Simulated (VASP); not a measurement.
Runs of VASP 6.6.1 on RbSrBr3. The structure is that of space group Pm-3m (No. 221), or close to it. The cells are those of the table. 

| level | cell | smearing | gap on the mesh (eV) | pressure (GPa) |
| --- | --- | --- | --- | --- |
| PBE | a = 5.946, b = 5.946, c = 6.035 Å, 5 atoms | fermi-dirac 0.02 eV | 3.88 | (b) |
| r2SCAN | a = 5.946 Å, 5 atoms | gaussian 0.01 eV | 4.60 | 0.1 |
| PBE | a = 5.946 Å, 5 atoms | fermi-dirac 0.02 eV | 3.92 | 0.5 |
| PBE | a = 6.243 Å, 5 atoms | fermi-dirac 0.02 eV | (c) | -1.5 |
| r2SCAN | a = 6.243 Å, 5 atoms | gaussian 0.01 eV | 4.37 | (d) |
| r2SCAN | a = 5.946, b = 5.946, c = 6.035 Å, 5 atoms | gaussian 0.01 eV | (a) | -0.2 |
| PBE | a = 5.946 Å, angles 90.0, 90.0, 91.1°, 5 atoms | fermi-dirac 0.02 eV | 3.91 | 0.5 |

Alike in all rows: task single point; potentials or basis VASP PAW PBE potentials, release 64 (Rb_sv, Sr_sv, Br); no spin polarisation; k mesh 4 × 4 × 4; cutoff (eV) 520.

Estimate the missing entries.

(a) 4.56; (b) 0.3; (c) 3.68; (d) -1.9.

Caveats: the PAW data sets were made with another functional, which shifts forces and pressure a little (at least some runs).

A k mesh can miss the band edges, and the runs leave out spin-orbit coupling on Br, Rb, Sr.
